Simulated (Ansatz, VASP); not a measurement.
## ZnAu: VASP beside Ansatz

```
Zn Au
1.0
     3.11669    0.00000    0.00000
     0.00000    3.11669    0.00000
     0.00000    0.00000    3.11669
Zn Au
1 1
Cartesian
  1.5583 1.5583 1.5583
  0.0000 0.0000 0.0000
```

Alike in both runs: task single point; functional r2SCAN; k mesh 14 × 14 × 14; occupations gaussian, width 0.1 eV; no spin polarisation.

```csv
,VASP,Ansatz
version,VASP 6.6.1,Ansatz 0.2.0
potentials or method,"VASP PAW PBE potentials, release 64 (Zn, Au), cutoff 520 eV","scalar-relativistic, plane waves, PAW"
valence electrons in the cell,23,31
```

```tsv
	VASP	Ansatz	Ansatz less VASP
gap on the k mesh at the Fermi level (eV)	none	none	-
pressure (GPa)	4.9	4.5	-0.45
```

VASP's potentials were made for PBE, not for r2SCAN. A gap of «none» marks a metal or a gap that the smearing closes. VASP's potentials hold 23 valence electrons a cell and Ansatz's 31, so a difference there can come from the potentials and not from the codes.

Neither program's run includes spin-orbit coupling.
